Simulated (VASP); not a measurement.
Here is a VASP 6.6.1 calculation.

INCAR

```
SYSTEM = Si5H32C3
PREC = Accurate ; ENCUT = 520
EDIFF = 1E-6 ; ISMEAR = -1
SIGMA = 0.02 ; LREAL = Auto
LASPH = .True. ; NELM = 120
ALGO = Normal ; ISIF = 2
LWAVE = .False. ; LCHARG = .True.
GGA = PE ; IVDW = 12
LELF = .True. ; LVHAR = .True.
NBANDS = 58 ; GGA_COMPAT = .False.
```

Contents of KPOINTS:

```
Automatic mesh
0
Gamma
  1 1 1
  0 0 0
```

The input POSCAR:

```
Si5H32C3
1.0
    8.6774350000      0.0000000000      0.0000000000
    0.0000000000      8.6774350000      0.0000000000
    0.0000000000      0.0000000000      8.6774350000
C H Si
3 32 5
Direct
    0.4162981342     -0.0663444900     -0.0894273481
    0.8513690970      0.7227481393      0.6717192350
    0.7391354703      0.2690772100     -0.0494040001
    0.4834147418     -0.1748788669     -0.0964570752
    0.2995470436     -0.1128444062     -0.0935529912
    0.4491765136      0.0175512695     -0.1718595414
    0.4394155646     -0.0253070176      0.0248345277
    0.9053136094      0.6742660706      0.7720253739
    0.7678075376      0.6461241139      0.6161959150
    0.9365325122      0.7537250351      0.5832829632
    0.7956498666      0.8263732313      0.7100139615
    0.7717372703      0.1787048823      0.0262519973
    0.6821716325      0.3621807596      0.0151427236
    0.6617393273      0.2223468110     -0.1386584861
    0.8446389976      0.3102414481     -0.1052730444
    0.5006202870      0.2960091317      0.5834212529
    0.6454326653      0.0574939484      0.6204598479
    0.5800562032      0.1460108892      0.3456320906
    0.7575856229      0.2848422374      0.5032016950
    0.9385377130      0.7975052536      0.0269549700
    0.8068282851      0.8182141382      0.2671757265
    0.6949519069      0.6720534351      0.0517664494
    0.9055325681      0.5575034558      0.2028940580
    0.3776692075      0.7601785551      0.2355765269
    0.4902946550      0.7281068657      0.4842905767
    0.2852801548      0.5581718561      0.4052580054
    0.5519372948      0.5329685558      0.3074295572
    0.2212750657      0.2066394044      0.3614893111
    0.1220752446      0.0892314376      0.1052615203
    0.1047659821     -0.0457277986      0.3304317462
   -0.0517434011      0.1987568907      0.2897860946
    0.2351386095      0.5342592598      0.7728551121
    0.1689900299      0.4092799312      1.0298665447
    0.3303395531      0.2769942961      0.8429334245
    0.4387356402      0.4991106243      0.9901889210
    0.6101803125      0.1927067158      0.5169269490
    0.8359843663      0.7041596970      0.1375060718
    0.4197669012      0.6375616758      0.3559001018
    0.0953507575      0.1129596476      0.2736292464
    0.3007686027      0.4349211489      0.9085749418
```

Potentials or basis: VASP PAW PBE potentials, release 64 (C, H, Si).

Command:

```bash
$ cat potpaw_PBE.64/C/POTCAR potpaw_PBE.64/H/POTCAR potpaw_PBE.64/Si/POTCAR > POTCAR
$ mpirun -np 1 vasp_gam > vasp.out
```

Problem. What does it give for the band gap on the k mesh?

Solution. 6.29 eV.

Problem. Predict the largest force.

Solution. 2.364 eV/Å.

Problem. What does it give for the dispersion energy per atom?

Solution. -0.034 eV.

Stress tensor (GPa, compression positive):
```
-0.03 -0.10 -0.38
-0.10 -0.56 -0.08
-0.38 -0.08 -0.77
```

Caveat: the k points lie up to 0.72 Å⁻¹ apart.
